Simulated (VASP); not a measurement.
Crystal: GaCo.

```
Ga Co
1.0
     2.87800    0.00000    0.00000
     0.00000    2.87800    0.00000
     0.00000    0.00000    2.87800
Ga Co
1 1
Direct
  0.50000 0.50000 0.50000
  0.00000 0.00000 0.00000
```

Program: VASP 6.6.1. Alike in all runs: task single point; level PBEsol; potentials or basis VASP PAW PBE potentials, release 64 (Ga_d, Co); cell as given; k mesh 10 × 10 × 10; cutoff (eV) 520; smearing gaussian 0.05 eV.

Q: Order these runs on this cell by their pressure, lowest first.
A. spin collinear, ferromagnetic start; fixed moment (μB) 1.2
B. spin collinear, ferromagnetic start; fixed moment (μB) 2.4
C. spin collinear, ferromagnetic start; fixed moment (μB) 0.6
D. spin collinear, ferromagnetic start; fixed moment (μB) 1.8
E. spin collinear, zero start; fixed moment (μB) 0.0

A: E (-7.2 GPa), C (-5.3 GPa), A (-0.9 GPa), D (5.5 GPa), B (17.0 GPa).

Caveats: the PAW data sets were made with another functional, which shifts forces and pressure a little; the total moment is fixed, so each spin has its own Fermi level; the cell stands under pressure (at least some runs); the cell stands under tension (at least some runs).
